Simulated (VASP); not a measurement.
A run of VASP 6.6.1 is set up as follows.

The input INCAR:

```
PREC = Accurate
ENCUT = 520
EDIFF = 1E-8
ISMEAR = -1
SIGMA = 0.03
LREAL = False
LASPH = True
NELM = 100
ALGO = Normal
ISIF = 2
LWAVE = False
LCHARG = False
LEFG = True
NBANDS = 36
```

Contents of KPOINTS:

```
Automatic mesh
0
Gamma
  10 10 10
```

File POSCAR:

```
TiRh3
1.0
    3.7703450192      0.0000000000      0.0000000000
    0.0000000000      3.7703450192      0.0000000000
    0.0000000000      0.0000000000      3.7703450192
Ti Rh
1 3
Direct
    0.0000000000      0.0000000000      0.0000000000
    0.0000000000      0.5000000000      0.5000000000
    0.5000000000      0.0000000000      0.5000000000
    0.5000000000      0.5000000000      0.0000000000
```

Potentials or basis: VASP PAW LDA potentials, release 64 (Ti_sv, Rh_pv).

Launch:

```bash
$ cat potpaw_LDA.64/Ti_sv/POTCAR potpaw_LDA.64/Rh_pv/POTCAR > POTCAR
$ mpirun -np 1 vasp_std > vasp.out
```

Question: Predict the pressure.

Answer: 0.8 GPa.

Question: What does it give for the band gap on the k mesh?

Answer: Zero (an odd number of electrons rules out a gap without spin polarisation).

Electric field gradients, principal values (V/Å²):
```
atom   least  middle  greatest (by size)
1 Ti   0.000   0.000               0.000
2 Rh  18.523  18.523             -37.047
3 Rh  18.523  18.523             -37.047
4 Rh  18.523  18.523             -37.047
```

Caveat: without QUAD_EFG the Cq values of the log hold for a quadrupole moment of 1 mb, not for the nuclei.
